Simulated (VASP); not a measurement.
# TiO2 in VASP: a series of runs, part 2 of 3

VASP 6.6.1.

## Step 4: Single point, PBE+U (biaxial strain in the a-b plane: -1.5 %)

File INCAR:

```
  PREC = Accurate
  ENCUT = 520
  EDIFF = 1E-6
  ISMEAR = 0
  SIGMA = 0.02
  LREAL = False
  LASPH = True
  NELM = 150
  ALGO = Normal
  ISIF = 2
  LWAVE = False
  LCHARG = False
  LMAXMIX = 4
  LDAU = True
  LDAUTYPE = 2
  LDAUL = 2 -1
  LDAUU = 4 0
  LDAUJ = 0 0
  LDAUPRINT = 1
  GGA = PE
  NBANDS = 60
```

File KPOINTS:

```
regular mesh
0
Gamma
  6 6 4
```

File POSCAR:

```
TiO2
1.0
    3.7607306762      0.0000000000      0.0000000000
    0.0000000000      3.7607306762      0.0000000000
    0.0000000000      0.0000000000      9.8630889208
Ti O
4 8
Direct
    0.0000000000      0.0000000000      0.0000000000
    0.0000000000      0.5000000000      0.2500000000
    0.5000000000      0.5000000000      0.5000000000
    0.5000000000      0.0000000000      0.7500000000
    0.0000000000      0.5000000000      0.4552981748
    0.0000000000      0.0000000000      0.2052981748
    0.0000000000      0.5000000000      0.0447018252
    0.5000000000      0.5000000000      0.2947018252
    0.5000000000      0.0000000000      0.9552981748
    0.5000000000      0.5000000000      0.7052981748
    0.5000000000      0.0000000000      0.5447018252
    0.0000000000      0.0000000000      0.7947018252
```

Potentials or basis: VASP PAW PBE potentials, release 64 (Ti_sv, O).

Started as:

```console
$ cat potpaw_PBE.64/Ti_sv/POTCAR potpaw_PBE.64/O/POTCAR > POTCAR
$ mpirun -np 1 vasp_std > vasp.out
```

OUTCAR:

```text
PREC = Accurate
   ENCUT = 520
   EDIFF = 1E-6
   ISMEAR = 0
   LREAL = False
   LASPH = True
   NELM = 150
   ISIF = 2
   GGA = PE

 ion  position               nearest neighbor table
   1  0.000  0.000  0.000-   7 1.93   9 1.93   7 1.93   9 1.93   6 2.02  12 2.02
   2  0.000  0.500  0.250-   6 1.93   8 1.93   6 1.93   8 1.93   7 2.02   5 2.02
   3  0.500  0.500  0.500-   5 1.93  11 1.93  11 1.93   5 1.93  10 2.02   8 2.02
   4  0.500  0.000  0.750-  10 1.93  12 1.93  10 1.93  12 1.93  11 2.02   9 2.02
   5  0.000  0.500  0.455-   3 1.93   3 1.93   2 2.02
   6  0.000  0.000  0.205-   2 1.93   2 1.93   1 2.02
   7  0.000  0.500  0.045-   1 1.93   1 1.93   2 2.02
   8  0.500  0.500  0.295-   2 1.93   2 1.93   3 2.02
   9  0.500  0.000  0.955-   1 1.93   1 1.93   4 2.02
  10  0.500  0.500  0.705-   4 1.93   4 1.93   3 2.02
  11  0.500  0.000  0.545-   3 1.93   3 1.93   4 2.02
  12  0.000  0.000  0.795-   4 1.93   4 1.93   1 2.02

  LATTYP: Found a simple tetragonal cell.
 ALAT       =     3.7607306762
 C/A-ratio  =     2.6226522902

  Lattice vectors:

 A1 = (   3.7607306762,   0.0000000000,   0.0000000000)
 A2 = (   0.0000000000,   3.7607306762,   0.0000000000)
 A3 = (   0.0000000000,   0.0000000000,   9.8630889208)

Analysis of symmetry for initial positions (statically):
=====================================================================
 Subroutine PRICEL returns following result:

  LATTYP: Found a body centered tetragonal cell.
 ALAT       =     3.7607306762
 C/A-ratio  =     2.6226522902

  Lattice vectors:

 A1 = (  -1.8803653381,   1.8803653381,   4.9315444604)
 A2 = (   1.8803653381,  -1.8803653381,   4.9315444604)
[... 317 lines left out ...]
  o =  0.2370  v =  0.0000  0.0000  1.0000 -0.0000  0.0000  0.0000  0.0000  0.0000  0.0000  0.0000      0.0000  0.0000  0.0000  0.0000  0.0000  0.0000  0.0000  0.0000  0.0000  0.0000
  o =  0.2572  v =  0.0000  0.0000  0.0000  0.0000  0.0000  0.0000  0.0000 -0.0000  0.0000  1.0000      0.0000  0.0000  0.0000  0.0000  0.0000  0.0000  0.0000  0.0000  0.0000  0.0000
  o =  0.2572  v =  0.0000  0.0000 -0.0000  0.0000  1.0000  0.0000  0.0000  0.0000  0.0000  0.0000      0.0000  0.0000  0.0000  0.0000  0.0000  0.0000  0.0000  0.0000  0.0000  0.0000

 number of electron      95.9999927 magnetization

 Free energy of the ion-electron system (eV)
  ---------------------------------------------------
  ext. energy  EPLUGINS =         0.00000000
  ---------------------------------------------------
  free energy    TOTEN  =       -96.82068876 eV

  energy without entropy =      -96.82068876  energy(sigma->0) =      -96.82068876

 E-fermi :   3.4872     XC(G=0): -10.6239

 val. band max:        3.3773926402   @ k =   0.5000   0.3333   0.0000
 cond. band min:       6.1771942410   @ k =   0.0000   0.0000   0.0000
 fundamental gap:      2.7998016008
 Fermi energy:         3.4872395009

 k-point     1 :       0.0000    0.0000    0.0000
  band No.  band energies     occupation
      1     -53.9885      2.00000
      2     -53.9660      2.00000
      3     -53.9660      2.00000
      4     -53.9433      2.00000
      5     -30.3602      2.00000
      6     -30.2021      2.00000
[... 1501 lines left out ...]
     59       8.3597      0.00000
     60       8.3597      0.00000

 [... further k-points ...]

------------------------ aborting loop because EDIFF is reached ----------------------------------------

  FORCE on cell =-STRESS in cart. coord.  units (eV):
  Direction    XX          YY          ZZ          XY          YZ          ZX
  --------------------------------------------------------------------------------------
  -------------------------------------------------------------------------------------
  Total        9.8644567      9.8644567      3.7165768      0.0000000      0.0000000     -0.0000000
  in kB      113.2990688    113.2990688     42.6870635      0.0000000      0.0000000     -0.0000000
  external PRESSURE =      89.7617337 kB  Pullay stress =       0.0000000 kB

 VOLUME and BASIS-vectors are now :
 -----------------------------------------------------------------------------
  energy-cutoff  :      520.00
  volume of cell :      139.49
      direct lattice vectors                 reciprocal lattice vectors
     3.760730676  0.000000000  0.000000000     0.265905774  0.000000000  0.000000000
     0.000000000  3.760730676  0.000000000     0.000000000  0.265905774  0.000000000
     0.000000000  0.000000000  9.863088921     0.000000000  0.000000000  0.101388116

 POSITION                                       TOTAL-FORCE (eV/Angst)
 -----------------------------------------------------------------------------------
      0.00000      0.00000      0.00000         0.000000     -0.000000      0.000000
      0.00000      1.88037      2.46577        -0.000000      0.000000      0.000000
      1.88037      1.88037      4.93154         0.000000      0.000000      0.000000
      1.88037      0.00000      7.39732        -0.000000     -0.000000      0.000000
      0.00000      1.88037      4.49065        -0.000000     -0.000000     -0.042708
      0.00000      0.00000      2.02487        -0.000000     -0.000000     -0.042708
      0.00000      1.88037      0.44090        -0.000000     -0.000000      0.042708
      1.88037      1.88037      2.90667        -0.000000      0.000000      0.042708
      1.88037      0.00000      9.42219         0.000000     -0.000000     -0.042708
      1.88037      1.88037      6.95642         0.000000      0.000000     -0.042708
      1.88037      0.00000      5.37244        -0.000000      0.000000      0.042708
      0.00000      0.00000      7.83821        -0.000000      0.000000      0.042708
 -----------------------------------------------------------------------------------
    total drift:                                0.000000      0.000000     -0.000000

  FREE ENERGIE OF THE ION-ELECTRON SYSTEM (eV)
  ---------------------------------------------------
  free  energy   TOTEN  =       -96.8206887624 eV

  energy  without entropy=      -96.8206887624  energy(sigma->0) =      -96.82068876
```

OSZICAR:

```text
N       E                     dE             d eps       ncg     rms          rms(c)
DAV:   1     0.153529307898E+04    0.15353E+04   -0.47295E+04  3600   0.186E+03
DAV:   2     0.181284378622E+03   -0.13540E+04   -0.12857E+04  3660   0.582E+02
DAV:   3    -0.113304905279E+03   -0.29459E+03   -0.28818E+03  4500   0.244E+02
DAV:   4    -0.134324015879E+03   -0.21019E+02   -0.20966E+02  5336   0.701E+01
DAV:   5    -0.135451313335E+03   -0.11273E+01   -0.11267E+01  5560   0.126E+01    0.453E+01
DAV:   6    -0.960207662978E+02    0.39431E+02   -0.20842E+02  5236   0.994E+01    0.150E+01
DAV:   7    -0.967921340654E+02   -0.77137E+00   -0.23198E+01  4928   0.232E+01    0.967E+00
DAV:   8    -0.969064862739E+02   -0.11435E+00   -0.42945E+00  4744   0.136E+01    0.383E+00
DAV:   9    -0.968026399683E+02    0.10385E+00   -0.13153E+00  4844   0.817E+00    0.182E+00
DAV:  10    -0.968371075648E+02   -0.34468E-01   -0.40603E-01  5044   0.318E+00    0.972E-01
DAV:  11    -0.968203506769E+02    0.16757E-01   -0.98743E-02  4612   0.167E+00    0.155E-01
DAV:  12    -0.968208402153E+02   -0.48954E-03   -0.37225E-03  4496   0.386E-01    0.106E-01
DAV:  13    -0.968206834907E+02    0.15672E-03   -0.55908E-04  5012   0.121E-01    0.246E-02
DAV:  14    -0.968206885577E+02   -0.50670E-05   -0.70202E-05  5212   0.582E-02    0.220E-02
DAV:  15    -0.968206886259E+02   -0.68194E-07   -0.24054E-05  4916   0.362E-02    0.119E-03
DAV:  16    -0.968206887624E+02   -0.13647E-06   -0.87510E-07  2440   0.594E-03
   1 F= -.96820689E+02 E0= -.96820689E+02  d E =-.753857E-16
```

Run time: 4.6 min. Hardware: 1 thread of Intel Xeon Platinum 8488C (Sapphire Rapids), shared host; peak memory 0.33 GiB.

Results:

| Item | Value |
| --- | --- |
| Free energy | -96.8207 eV |
| Pressure | 9.0 GPa |
| Largest force | 0.043 eV/Å |
| Band gap on the k mesh | 2.80 eV |

Forces in eV/Å, atoms in the order of the input:
```
Ti   0.000  0.000  0.000
Ti   0.000  0.000  0.000
Ti   0.000  0.000  0.000
Ti   0.000  0.000  0.000
O    0.000  0.000 -0.043
O    0.000  0.000 -0.043
O    0.000  0.000  0.043
O    0.000  0.000  0.043
O    0.000  0.000 -0.043
O    0.000  0.000 -0.043
O    0.000  0.000  0.043
O    0.000  0.000  0.043
```

Stress tensor (GPa, compression positive):
```
11.33  0.00  0.00
 0.00 11.33  0.00
 0.00  0.00  4.27
```

Eigenvalues of the final occupation matrices:
```tsv
site	spin	trace	eigenvalues
site 1 d	1	0.81	0.10 0.10 0.11 0.24 0.26
site 1 d	2	0.81	0.10 0.10 0.11 0.24 0.26
site 2 d	1	0.81	0.10 0.10 0.11 0.24 0.26
site 2 d	2	0.81	0.10 0.10 0.11 0.24 0.26
site 3 d	1	0.81	0.10 0.10 0.11 0.24 0.26
site 3 d	2	0.81	0.10 0.10 0.11 0.24 0.26
site 4 d	1	0.81	0.10 0.10 0.11 0.24 0.26
site 4 d	2	0.81	0.10 0.10 0.11 0.24 0.26
```

Caveat: the cell differs from its parent crystal (biaxial strain in the a-b plane: -1.5 %); the stress differs along the axes, from 4 to 11 GPa. A k mesh can miss the band edges.

## Step 5: Single point, PBE+U

This run uses another cell than the first one: it holds 6 atoms, not 12.

File INCAR:

```
ALGO = Normal
EDIFF = 1E-6
ENCUT = 520
GGA = PE
ISIF = 2
ISMEAR = 0
LASPH = True
LCHARG = False
LDAU = True
LDAUJ = 0 0
LDAUL = 2 -1
LDAUPRINT = 1
LDAUTYPE = 2
LDAUU = 4 0
LMAXMIX = 4
LREAL = False
LWAVE = False
NBANDS = 33
NELM = 150
PREC = Accurate
SIGMA = 0.02
```

File KPOINTS:

```
k-points
0
Gamma
  8 8 8
```

File POSCAR:

```
TiO2
1.0
   -1.9090003576      1.9090003576      4.8875563465
    1.9090003576     -1.9090003576      4.8875563465
    1.9090003576      1.9090003576     -4.8875563465
Ti O
2 4
Direct
    0.0000000000      0.0000000000      0.0000000000
    0.7500000000      0.2500000000      0.5000000000
    0.9552981756      0.4552981756      0.5000000000
    0.2052981756      0.2052981756      0.0000000000
    0.5447018244      0.0447018244      0.5000000000
    0.7947018244      0.7947018244      0.0000000000
```

Started as:

```console
$ cat potpaw_PBE.64/Ti_sv/POTCAR potpaw_PBE.64/O/POTCAR > POTCAR
$ mpirun -np 1 vasp_std > vasp.out
```

Wall time 2.9 min (1 thread of AMD EPYC 9R45 (Zen 5), shared host); peak memory 0.29 GiB.

The run converged. Its results:

- Free energy: -48.5009 eV
- Pressure: 4.2 GPa
- Largest force: 0.150 eV/Å
- Band gap on the k mesh: 2.68 eV (least direct gap 2.95 eV)

Forces in eV/Å, atoms in the order of the input:
```
Ti   0.000  0.000  0.000
Ti   0.000  0.000  0.000
O    0.000  0.000  0.150
O    0.000  0.000  0.150
O    0.000  0.000 -0.150
O    0.000  0.000 -0.150
```

Stress tensor (GPa, compression positive):
```
4.52 0.00 0.00
0.00 4.52 0.00
0.00 0.00 3.62
```

Levels at points of the mesh, in eV from the valence-band top:
```tsv
k point	band 22	band 23	band 24	band 25	band 26	band 27
(0.00, 0.00, 0.00)	-0.74	-0.36	-0.36	2.68	3.36	4.42
(0.50, 0.00, 0.00)	-0.86	-0.81	-0.65	3.70	3.88	3.99
(0.50, 0.50, 0.00)	-1.88	-0.04	-0.04	3.71	3.71	4.12
(0.50, 0.50, 0.50)	-1.21	-0.07	-0.07	3.01	3.01	4.23
```

Eigenvalues of the final occupation matrices:
```csv
site,spin,trace,eigenvalues
site 1 d,1,0.79,0.10 0.10 0.10 0.24 0.25
site 1 d,2,0.79,0.10 0.10 0.10 0.24 0.25
site 2 d,1,0.79,0.10 0.10 0.10 0.24 0.25
site 2 d,2,0.79,0.10 0.10 0.10 0.24 0.25
```

Caveat: the cell stands under pressure. A k mesh can miss the band edges.

## Step 6: Single point, PBE+U

File INCAR:

```
ALGO = Normal ; EDIFF = 1E-6
ENCUT = 520 ; GGA = PE
ISIF = 2 ; ISMEAR = 0
LASPH = T ; LCHARG = F
LDAU = T ; LDAUJ = 0 0
LDAUL = 2 -1 ; LDAUPRINT = 1
LDAUTYPE = 2 ; LDAUU = 4 0
LMAXMIX = 4 ; LREAL = F
LWAVE = F ; NBANDS = 60
NELM = 150 ; PREC = Accurate
SIGMA = 0.02
```

File KPOINTS:

```
k-points
0
Gamma
  6 6 4
```

File POSCAR:

```
TiO2
1.0
    3.9325407478      0.0000000000      0.0000000000
    0.0000000000      3.7950800552      0.0000000000
    0.0000000000      0.0000000000      9.6530616596
Ti O
4 8
Direct
    0.0000000000      0.0000000000     -0.0031493127
    0.0000000000      0.5000000000      0.2531493127
    0.5000000000      0.5000000000      0.4968506873
    0.5000000000      0.0000000000      0.7531493127
    0.0000000000      0.5000000000      0.4561386810
    0.0000000000      0.0000000000      0.2073586924
    0.0000000000      0.5000000000      0.0426413076
    0.5000000000      0.5000000000      0.2938613190
    0.5000000000      0.0000000000      0.9561386810
    0.5000000000      0.5000000000      0.7073586924
    0.5000000000      0.0000000000      0.5426413076
    0.0000000000      0.0000000000      0.7938613190
```

Potentials or basis: VASP PAW PBE potentials, release 64 (Ti_sv, O).

Started as:

```console
$ cat potpaw_PBE.64/Ti_sv/POTCAR potpaw_PBE.64/O/POTCAR > POTCAR
$ mpirun -np 1 vasp_std > vasp.out
```

Run time: 11 min. Hardware: 1 thread of Oxide Virtual Turin-like, shared host; peak memory 0.39 GiB.

The run converged. Its results:

```yaml
Free_energy: -96.9657 eV
Pressure: 1.8 GPa
Largest_force: 0.254 eV/Å
Band_gap_on_the_k_mesh: 2.64 eV
```

Forces in eV/Å, atoms in the order of the input:
```
Ti   0.000  0.000  0.090
Ti   0.000  0.000 -0.090
Ti   0.000  0.000  0.090
Ti   0.000  0.000 -0.090
O    0.000  0.000  0.254
O    0.000  0.000  0.095
O    0.000  0.000 -0.095
O    0.000  0.000 -0.254
O    0.000  0.000  0.254
O    0.000  0.000  0.095
O    0.000  0.000 -0.095
O    0.000  0.000 -0.254
```

Stress tensor (GPa, compression positive):
```
-3.11  0.00  0.00
 0.00  4.80  0.00
 0.00  0.00  3.73
```

Levels at points of the mesh, in eV from the valence-band top:
| k point | band 44 | band 45 | band 46 | band 47 | band 48 | band 49 | band 50 | band 51 | band 52 | band 53 |
| --- | --- | --- | --- | --- | --- | --- | --- | --- | --- | --- |
| (0.00, 0.00, 0.00) | -0.56 | -0.37 | -0.33 | -0.08 | -0.07 | 2.64 | 2.95 | 3.02 | 3.36 | 4.10 |
| (0.50, 0.00, 0.00) | -1.06 | -0.88 | -0.88 | -0.70 | -0.70 | 3.74 | 3.74 | 3.85 | 3.85 | 3.90 |
| (0.00, 0.50, 0.00) | -1.01 | -0.82 | -0.82 | -0.81 | -0.81 | 3.64 | 3.64 | 3.79 | 3.79 | 3.96 |
| (0.50, 0.50, 0.00) | -1.83 | 0.00 | 0.00 | 0.00 | 0.00 | 3.73 | 3.73 | 3.73 | 3.73 | 4.13 |
| (0.00, 0.00, 0.50) | -0.91 | -0.17 | -0.17 | -0.16 | -0.16 | 2.74 | 2.74 | 3.25 | 3.25 | 4.11 |
| (0.50, 0.00, 0.50) | -0.88 | -0.75 | -0.75 | -0.62 | -0.62 | 3.66 | 3.66 | 3.84 | 3.84 | 3.95 |
| (0.00, 0.50, 0.50) | -0.82 | -0.81 | -0.81 | -0.56 | -0.56 | 3.62 | 3.62 | 3.81 | 3.81 | 3.87 |
| (0.50, 0.50, 0.50) | -1.40 | -0.17 | -0.17 | -0.17 | -0.17 | 3.88 | 3.88 | 3.88 | 3.88 | 3.98 |

Eigenvalues of the final occupation matrices:
```csv
site,spin,trace,eigenvalues
site 1 d,1,0.79,0.09 0.10 0.11 0.24 0.25
site 1 d,2,0.79,0.09 0.10 0.11 0.24 0.25
site 2 d,1,0.79,0.09 0.10 0.11 0.24 0.25
site 2 d,2,0.79,0.09 0.10 0.11 0.24 0.25
site 3 d,1,0.79,0.09 0.10 0.11 0.24 0.25
site 3 d,2,0.79,0.09 0.10 0.11 0.24 0.25
site 4 d,1,0.79,0.09 0.10 0.11 0.24 0.25
site 4 d,2,0.79,0.09 0.10 0.11 0.24 0.25
```

Caveat: the stress differs along the axes, from -3 to 5 GPa.

[end of part 2 of 3]
